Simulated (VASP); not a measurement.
Here is a VASP 6.6.1 calculation.

The input INCAR:

```
SYSTEM = SiC
ALGO = Normal
EDIFF = 1E-7
EDIFFG = -0.05
ENCUT = 600
GGA = PE
GGA_COMPAT = .False.
IBRION = 2
ISIF = 3
ISMEAR = 0
LASPH = .True.
LCHARG = .False.
LREAL = .False.
LWAVE = .False.
NELM = 120
NELMIN = 4
NSW = 80
PREC = Accurate
PSTRESS = 200.0
SIGMA = 0.01
```

The input KPOINTS:

```
k-points
0
Gamma
  6 6 4
  0 0 0
```

The input POSCAR:

```
SiC
1.0
    3.0760000000      0.0000000000      0.0000000000
   -1.5380000000      2.6638940000      0.0000000000
    0.0000000000      0.0000000000      5.0480000000
Si C
2 2
Direct
    0.3333333333      0.6666666667      0.0000000000
    0.6666666667      0.3333333333      0.5000000000
    0.3333333333      0.6666666667      0.3850000000
    0.6666666667      0.3333333333      0.8850000000
```

Potentials or basis: VASP PAW PBE potentials, release 64 (Si, C).

The run is started by

```sh
$ cat potpaw_PBE.64/Si/POTCAR potpaw_PBE.64/C/POTCAR > POTCAR
$ mpirun -np 1 vasp_std > vasp.out
```

**Question.** Predict the relaxed cell.

**Answer.** a = 3.012 Å, b = 3.012 Å, c = 4.935 Å, α = 90.00°, β = 90.00°, γ = 120.00°.

**Question.** Estimate the relaxed volume.

**Answer.** 9.69 Å³/atom.

**Question.** What does it give for the space group after relaxing (to 0.1 Å)?

**Answer.** P6_3mc (No. 186).

Stress tensor (GPa, compression positive):
```
19.71  0.00  0.00
 0.00 19.71  0.00
 0.00  0.00 19.89
```

Caveat: the cell is relaxed towards a set pressure, so the run minimises the enthalpy, not the energy.
